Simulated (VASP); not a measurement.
Input of a VASP 6.6.1 run:

Contents of INCAR:

```
  ALGO = Normal
  DIPOL = 0.5 0.5 0.341
  EDIFF = 1E-7
  ENCUT = 520
  GGA = PE
  IDIPOL = 3
  ISIF = 2
  ISMEAR = 0
  LASPH = T
  LCHARG = T
  LDIPOL = T
  LELF = T
  LREAL = F
  LVACPOTAV = T
  LVHAR = T
  LWAVE = F
  NBANDS = 87
  NELM = 80
  PREC = Accurate
  SIGMA = 0.1
```

File KPOINTS:

```
k-points
0
Gamma
  5 6 1
```

File POSCAR:

```
Ti12S
1.0
    5.8763264168      0.0000000000      0.0000000000
    0.0000000000      4.6504654182      0.0000000000
    0.0000000000      0.0000000000     21.2842241242
Ti S
12 1
Direct
    0.0000000000      0.7500000000      0.1879326198
    0.5000000000      0.7500000000      0.1879326198
    0.2500000000      0.2500000000      0.2277825413
    0.7500000000      0.2500000000      0.2277825413
    0.2500000000      0.7500000000      0.3074823842
    0.7500000000      0.7500000000      0.3074823842
    0.0000000000      0.2500000000      0.3461291950
    0.5000000000      0.2500000000      0.3461291950
    0.0000000000      0.7500000000      0.4220680055
    0.5000000000      0.7500000000      0.4220680055
    0.2500000000      0.2500000000      0.4596937181
    0.7500000000      0.2500000000      0.4596937181
    0.5000000000      0.5000000000      0.5277712567
```

Potentials or basis: VASP PAW PBE potentials, release 64 (Ti_sv, S).

Command:

```bash
$ cat potpaw_PBE.64/Ti_sv/POTCAR potpaw_PBE.64/S/POTCAR > POTCAR
$ mpirun -np 1 vasp_std > vasp.out
```

Problem. Estimate the largest force.

Solution. 0.637 eV/Å.

Problem. Estimate the band gap on the k mesh.

Solution. Zero (bands 75 and 76 overlap by 0.31 eV).

Forces in eV/Å, atoms in the order of the input:
```
Ti   0.000  0.002  0.344
Ti   0.000 -0.013  0.327
Ti   0.031 -0.012  0.060
Ti  -0.031 -0.012  0.060
Ti  -0.086  0.102 -0.447
Ti   0.086  0.102 -0.447
Ti   0.000 -0.116 -0.074
Ti   0.000 -0.015 -0.382
Ti   0.000 -0.105 -0.509
Ti   0.000 -0.027  0.636
Ti  -0.082  0.151  0.212
Ti   0.082  0.151  0.212
S    0.000 -0.208  0.007
```
